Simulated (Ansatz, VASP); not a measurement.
# NaRu3W4 in VASP and in Ansatz

File INCAR:

```
SYSTEM = NaRu3W4
  ALGO = Normal
  EDIFF = 1E-7
  EDIFFG = -0.04
  ENCUT = 600
  GGA = PE
  IBRION = 2
  ISIF = 3
  ISMEAR = 0
  LASPH = .True.
  LCHARG = .False.
  LREAL = .False.
  LWAVE = .False.
  NELM = 60
  NSW = 90
  PREC = Accurate
  SIGMA = 0.1
```

The input KPOINTS:

```
k-points
0
Gamma
  4 4 4
  0 0 0
```

File POSCAR:

```
NaRu3W4
1.0
   -3.1798906400      3.1798906400      3.1798906400
    3.1798906400     -3.1798906400      3.1798906400
    3.1798906400      3.1798906400     -3.1798906400
Na Ru W
1 3 4
Direct
    0.0000000000      0.0000000000      0.0000000000
    0.0000000000      0.5000000000      0.5000000000
    0.5000000000      0.0000000000      0.5000000000
    0.5000000000      0.5000000000      0.0000000000
    0.5000000000      0.5000000000      0.5000000000
    0.0000000000      0.0000000000      0.5000000000
    0.0000000000      0.5000000000      0.0000000000
    0.5000000000      0.0000000000      0.0000000000
```

Input for Ansatz:

```yaml
crystal:
  lattice:
    - [-3.17989064, 3.17989064, 3.17989064]
    - [3.17989064, -3.17989064, 3.17989064]
    - [3.17989064, 3.17989064, -3.17989064]
  atoms:
    - { symbol: Na, position: [0.0, 0.0, 0.0] }
    - { symbol: Ru, position: [0.0, 0.5, 0.5] }
    - { symbol: Ru, position: [0.5, 0.0, 0.5] }
    - { symbol: Ru, position: [0.5, 0.5, 0.0] }
    - { symbol: W, position: [0.5, 0.5, 0.5] }
    - { symbol: W, position: [0.0, 0.0, 0.5] }
    - { symbol: W, position: [0.0, 0.5, 0.0] }
    - { symbol: W, position: [0.5, 0.0, 0.0] }
basis:
  ecutwfc: 420
kpoints:
  mp_grid: { grid: [4, 4, 4] }
hamiltonian:
  xc: pbe
scf:
  occupations: { method: gaussian, width: 0.1 }
  lower_state_search: "off"
output:
  forces: true
  stress: true
  eigenvalues: true
relax:
  adjacent_minimum: "off"
  f_tol: 0.04
  max_steps: 70
  cell: { stress_tol: 0.4 }
```

Alike in both runs: task relaxation of cell and atoms; functional PBE; k mesh 4 × 4 × 4; occupations gaussian, width 0.1 eV; no spin polarisation.

|  | VASP | Ansatz |
| --- | --- | --- |
| version | VASP 6.6.1 | Ansatz 0.2.0 |
| potentials or method | VASP PAW PBE potentials, release 64 (Na_pv, Ru_pv, W_sv), cutoff 600 eV | scalar-relativistic, plane waves, PAW |
| valence electrons in the cell | 105 | 113 |

|  | VASP | Ansatz | Ansatz less VASP |
| --- | --- | --- | --- |
| gap on the k mesh at the Fermi level, each at its own relaxed structure (eV) | none | none | - |
| relaxed volume (Å³/atom) | 15.42 | 15.37 | -0.052 |
| relaxed cell length with the largest relative difference (Å) | 5.432 | 5.426 | -0.0061 |

A gap of «none» marks a metal or a gap that the smearing closes. VASP's potentials hold 105 valence electrons a cell and Ansatz's 113, so a difference there can come from the potentials and not from the codes.

Spin-orbit coupling is off throughout.
